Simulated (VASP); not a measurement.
# Cd (Fm-3m) in VASP: further runs, part 2 of 2

VASP 6.6.1.

### 4 Single point, PBE (volume scaled by 1.12)

Contents of INCAR:

```
SYSTEM = Cd
  PREC = Accurate
  ENCUT = 520
  EDIFF = 1E-6
  ISMEAR = -1
  SIGMA = 0.1
  LREAL = .False.
  LASPH = .True.
  NELM = 60
  ALGO = Normal
  ISIF = 2
  LWAVE = .False.
  LCHARG = .False.
  GGA = PE
  NBANDS = 12
```

Contents of KPOINTS:

```
Automatic mesh
0
Gamma
  20 20 20
  0 0 0
```

Contents of POSCAR:

```
Cd
1.0
    0.0000000000      2.3404428367      2.3404428367
    2.3404428367      0.0000000000      2.3404428367
    2.3404428367      2.3404428367      0.0000000000
Cd
1
Direct
    0.0000000000      0.0000000000      0.0000000000
```

Potentials or basis: VASP PAW PBE potentials, release 64 (Cd).

On the command line:

```console
cat potpaw_PBE.64/Cd/POTCAR > POTCAR
mpirun -np 1 vasp_std > vasp.out
```

OUTCAR:

```text
SYSTEM = Cd
   PREC = Accurate
   ENCUT = 520
   EDIFF = 1E-6
   ISMEAR = -1
   LREAL = .False.
   LASPH = .True.
   NELM = 60
   ISIF = 2
   GGA = PE

 ion  position               nearest neighbor table
   1  0.000  0.000  0.000-

  LATTYP: Found a face centered cubic cell.
 ALAT       =     4.6808856734

  Lattice vectors:

 A1 = (   0.0000000000,   2.3404428367,   2.3404428367)
 A2 = (   2.3404428367,   0.0000000000,   2.3404428367)
 A3 = (   2.3404428367,   2.3404428367,   0.0000000000)

Analysis of symmetry for initial positions (statically):
=====================================================================
 Subroutine PRICEL returns:
 Original cell was already a primitive cell.

 Routine SETGRP: Setting up the symmetry group for a
 face centered cubic supercell.

 Subroutine GETGRP returns: Found 48 space group operations
 (whereof 48 operations were pure point group operations)
 out of a pool of 48 trial point group operations.

The static configuration has the point symmetry O_h .

Analysis of symmetry for dynamics (positions and initial velocities):
=====================================================================
 Subroutine PRICEL returns:
 Original cell was already a primitive cell.

 Routine SETGRP: Setting up the symmetry group for a
 face centered cubic supercell.

 Subroutine GETGRP returns: Found 48 space group operations
 (whereof 48 operations were pure point group operations)
 out of a pool of 48 trial point group operations.

The dynamic configuration has the point symmetry O_h .

 Subroutine INISYM returns: Found 48 space group operations
 (whereof 48 operations are pure point group operations),
 and found     1 'primitive' translations

----------------------------------------------------------------------------------------

                                     Primitive cell

  volume of cell :      25.6404

  direct lattice vectors                    reciprocal lattice vectors
     0.000000000  2.340442837  2.340442837    -0.213634784  0.213634784  0.213634784
     2.340442837  0.000000000  2.340442837     0.213634784 -0.213634784  0.213634784
     2.340442837  2.340442837  0.000000000     0.213634784  0.213634784 -0.213634784

  length of vectors
     3.309886002  3.309886002  3.309886002     0.370026300  0.370026300  0.370026300

  position of ions in fractional coordinates (direct lattice)
     0.000000000  0.000000000  0.000000000

  ion indices of the primitive-cell ions
   primitive index   ion index
                 1           1

----------------------------------------------------------------------------------------

 KPOINTS: Automatic mesh

Automatic generation of k-mesh.
 Grid dimensions read from file:
 generate k-points for:   20   20   20

 Generating k-lattice:

  Cartesian coordinates                     Fractional coordinates (reciprocal lattice)
    -0.010681739  0.010681739  0.010681739     0.050000000  0.000000000  0.000000000
     0.010681739 -0.010681739  0.010681739     0.000000000  0.050000000  0.000000000
     0.010681739  0.010681739 -0.010681739     0.000000000  0.000000000  0.050000000

  Length of vectors
     0.018501315  0.018501315  0.018501315

  Shift w.r.t. Gamma in fractional coordinates (k-lattice)
     0.000000000  0.000000000  0.000000000

 Subroutine IBZKPT returns following result:
 ===========================================

 Found    256 irreducible k-points:

 Following reciprocal coordinates:
            Coordinates               Weight
  0.000000  0.000000  0.000000      1.000000
  0.050000  0.000000  0.000000      8.000000
  0.100000  0.000000  0.000000      8.000000
  0.150000  0.000000  0.000000      8.000000
  0.200000  0.000000  0.000000      8.000000
  0.250000  0.000000  0.000000      8.000000
[... 16 lines left out ...]
 -0.400000  0.050000  0.000000     24.000000
 -0.350000  0.050000  0.000000     24.000000
 [... further k-points ...]
   k-points           NKPTS =    256   k-points in BZ     NKDIM =    256   number of bands    NBANDS=     12
   number of dos      NEDOS =    301   number of ions     NIONS =      1
   total plane-waves  NPLWV =  21952
   dimension x,y,z NGX =    28 NGY =   28 NGZ =   28
   dimension x,y,z NGXF=    56 NGYF=   56 NGZF=   56
   ions per type =               1
   NGX,Y,Z   is equivalent  to a cutoff of  14.06, 14.06, 14.06 a.u.
   NGXF,Y,Z  is equivalent  to a cutoff of  28.13, 28.13, 28.13 a.u.
 SYSTEM =  Cd
   PREC   = accura    normal or accurate (medium, high low for compatibility)
   ISTART =      0    job   : 0-new  1-cont  2-samecut
   ICHARG =      2    charge: 1-file 2-atom 10-const
   ISPIN  =      1    spin polarized calculation?
   LNONCOLLINEAR =      F non collinear calculations
   LSORBIT =      F    spin-orbit coupling
   LASPH  =      T    aspherical Exc in radial PAW
   ENCUT  =  520.0 eV  38.22 Ry    6.18 a.u.   6.15  6.15  6.15*2*pi/ulx,y,z
   NELM   =     60;   NELMIN=  2; NELMDL= -5     # of ELM steps
   EDIFF  = 0.1E-05   stopping-criterion for ELM
   LREAL  =      F    real-space projection
   EDIFFG = 0.1E-04   stopping-criterion for IOM
   NSW    =      0    number of steps for IOM
   IBRION =     -1    ionic relax: 0-MD 1-quasi-New 2-CG
   NFREE  =      0    steps in history (QN), initial steepest desc. (CG)
   ISIF   =      2    stress and relaxation
   ISYM   =      2    0-nonsym 1-usesym 2-fastsym
   POTIM  = 0.5000    time-step for ionic-motion
   TEBEG  =    0.0;   TEEND  =   0.0 temperature during run
   PSTRESS=    0.0 pullay stress
   NELECT =      12.0000    total number of electrons
   NUPDOWN=      -1.0000    fix difference up-down
   EMIN   =  10.00;   EMAX   =-10.00  energy-range for DOS
   EFERMI =   0.00;   METHOD = LEGACY
   ISMEAR =    -1;   SIGMA  =   0.10  broadening in eV -4-tet -1-fermi 0-gaus
   EFERMI_NEDOS =   21; number of points for ismear=-14 and -15
   IALGO  =     38    algorithm
   IMIX   =      4    mixing-type and parameters
     AMIX     =   0.40;   BMIX     =  1.00
     AMIX_MAG =   1.60;   BMIX_MAG =  1.00
  volume/ion in A,a.u.               =      25.64       173.03
  Fermi-wavevector in a.u.,A,eV,Ry     =   1.271044  2.401925 21.980927  1.615553
  Thomas-Fermi vector in A             =   2.403998
   LORBIT       =      0    0 simple, 1 ext, 2 COOP (PROOUT), +10 PAW based schemes
   GGA     = PE    functional components
   LHFCALC =     F    Hartree Fock is set to
   AEXX    =    0.0000 exact exchange contribution
   IVDW    =     0    specifies the selected vdW correction
   LEPSILON=     F    determine dielectric tensor
   LRPA    =     F    only Hartree local field effects (RPA)
 non-spin polarized calculation
  energy-cutoff  :      520.00
  volume of cell :       25.64
 maximum number of plane-waves:       701
 NGX is ok and might be reduce to    28
   NGX = 13   NGY = 13   NGZ = 13

 number of electron      12.0000003 magnetization

 Free energy of the ion-electron system (eV)
  ---------------------------------------------------
  ext. energy  EPLUGINS =         0.00000000
  ---------------------------------------------------
  free energy    TOTEN  =        -0.71496535 eV

  energy without entropy =       -0.70175363  energy(sigma->0) =       -0.70835949

 E-fermi :   1.7459     XC(G=0): -10.1597

 val. band max:        1.7239428049   @ k =  -0.3500   0.3500   0.0000
 cond. band min:       1.7567069056   @ k =  -0.3500   0.3500   0.0500
 fundamental gap:      0.0327641007
 Fermi energy:         1.7459365531

 k-point     1 :       0.0000    0.0000    0.0000
  band No.  band energies     occupation
      1      -6.9972      2.00000
      2      -6.9972      2.00000
      3      -6.9972      2.00000
      4      -6.6809      2.00000
      5      -6.6809      2.00000
      6      -5.9030      2.00000
      7      15.0710      0.00000
      8      15.1314      0.00000
      9      15.1314      0.00000
     10      15.1314      0.00000
     11      18.3369      0.00000
     12      18.3369      0.00000
[... 331 lines left out ...]
 k-point    24 :      -0.3500    0.0500    0.0000
  band No.  band energies     occupation
      1      -7.2283      2.00000
      2      -6.9658      2.00000
      3      -6.9554      2.00000
      4      -6.5194      2.00000
      5      -6.4835      2.00000
      6      -2.5853      2.00000
      7       3.7386      0.00000
      8      12.0890      0.00000
      9      13.5543      0.00000
     10      14.4881      0.00000
     11      16.9345      0.00000
     12      17.3580      0.00000

 [... further k-points ...]

------------------------ aborting loop because EDIFF is reached ----------------------------------------

  FORCE on cell =-STRESS in cart. coord.  units (eV):
  Direction    XX          YY          ZZ          XY          YZ          ZX
  --------------------------------------------------------------------------------------
  -------------------------------------------------------------------------------------
  Total       -0.5231709     -0.5231709     -0.5231709      0.0000000     -0.0000000      0.0000000
  in kB      -32.6911389    -32.6911389    -32.6911389      0.0000000     -0.0000000      0.0000000
  external PRESSURE =     -32.6911389 kB  Pullay stress =       0.0000000 kB

 VOLUME and BASIS-vectors are now :
 -----------------------------------------------------------------------------
  energy-cutoff  :      520.00
  volume of cell :       25.64
      direct lattice vectors                 reciprocal lattice vectors
     0.000000000  2.340442837  2.340442837    -0.213634784  0.213634784  0.213634784
     2.340442837  0.000000000  2.340442837     0.213634784 -0.213634784  0.213634784
     2.340442837  2.340442837  0.000000000     0.213634784  0.213634784 -0.213634784

 POSITION                                       TOTAL-FORCE (eV/Angst)
 -----------------------------------------------------------------------------------
      0.00000      0.00000      0.00000         0.000000      0.000000      0.000000
 -----------------------------------------------------------------------------------
    total drift:                               -0.000000     -0.000000     -0.000000

  FREE ENERGIE OF THE ION-ELECTRON SYSTEM (eV)
  ---------------------------------------------------
  free  energy   TOTEN  =        -0.7149653514 eV

  energy  without entropy=       -0.7017536252  energy(sigma->0) =       -0.70835949
```

OSZICAR:

```text
N       E                     dE             d eps       ncg     rms          rms(c)
DAV:   1     0.698020883193E+02    0.69802E+02   -0.67300E+03  6488   0.961E+02
DAV:   2     0.581390264196E+00   -0.69221E+02   -0.65787E+02  6620   0.232E+02
DAV:   3    -0.740537078889E+00   -0.13219E+01   -0.13213E+01  7376   0.360E+01
DAV:   4    -0.742240311939E+00   -0.17032E-02   -0.17032E-02  6876   0.128E+00
DAV:   5    -0.742244777983E+00   -0.44660E-05   -0.44662E-05  7428   0.651E-02    0.203E+00
DAV:   6    -0.714531106836E+00    0.27714E-01   -0.81319E-02  7356   0.340E+00    0.176E+00
DAV:   7    -0.714319327489E+00    0.21178E-03   -0.78802E-03  7092   0.865E-01    0.917E-01
DAV:   8    -0.714918195570E+00   -0.59887E-03   -0.14273E-03  6548   0.480E-01    0.595E-02
DAV:   9    -0.714962838081E+00   -0.44643E-04   -0.26878E-05  7232   0.481E-02    0.669E-03
DAV:  10    -0.714965457188E+00   -0.26191E-05   -0.21583E-06  6720   0.152E-02    0.121E-03
DAV:  11    -0.714965351407E+00    0.10578E-06   -0.21311E-08  3648   0.114E-03
   1 F= -.71496535E+00 E0= -.70835949E+00  d E =-.132117E-01
```

Run time: 39 s. Hardware: 1 thread of Intel Xeon 6975P-C (Granite Rapids), shared host; peak memory 0.2 GiB.

What came out:

```
Free energy            : -0.7150 eV
Pressure               : -3.3 GPa
Band gap on the k mesh : zero (band 6 reaches 3.16 eV, above the bottom of band 7 at 0.24 eV)
```

### 5 Overview

```csv
cell,gap on the mesh (eV),pressure (GPa)
"a = 3.229 Å, angles 60.0°, 1 atom",none,-1.4
"a = 3.270 Å, angles 60.0°, 1 atom",none,-2.5
"a = 3.310 Å, angles 60.0°, 1 atom",none,-3.3
```

Alike in all rows: task single point; level PBE; potentials or basis VASP PAW PBE potentials, release 64 (Cd); no spin polarisation; k mesh 20 × 20 × 20; cutoff (eV) 520; smearing fermi-dirac 0.1 eV.

Absolute energies hang on the potentials; compare differences alone.
